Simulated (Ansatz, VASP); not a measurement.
# One calculation of Tl, two programs

```
CELL_PARAMETERS angstrom
0.00000 2.63525 2.63525
2.63525 0.00000 2.63525
2.63525 2.63525 0.00000
ATOMIC_POSITIONS crystal
Tl 0.87500 0.87500 0.87500
Tl 0.12500 0.12500 0.12500
```

Change from the starting cell: volume scaled by 0.45, LAPW.

Alike in both runs: task single point; functional PBEsol; k mesh 10 × 10 × 10; occupations fermi-dirac, width 0.1 eV; no spin polarisation.

|  | VASP | Ansatz |
| --- | --- | --- |
| version | VASP 6.6.1 | Ansatz 0.2.0 |
| potentials or method | VASP PAW PBE potentials, release 64 (Tl_d), cutoff 520 eV | all-electron LAPW, scalar-relativistic |

|  | VASP | Ansatz | Ansatz less VASP |
| --- | --- | --- | --- |
| pressure (GPa) | 141.6 | 140.8 | -0.77 |

VASP's potentials were made for PBE, not for PBEsol. Both programs put the cell under a high pressure, so it lies far from rest at this level. Ansatz ran all-electron here, and VASP with PAW potentials.

Spin-orbit coupling is off throughout. Noted on VASP's run: the cell as given lies far from equilibrium.
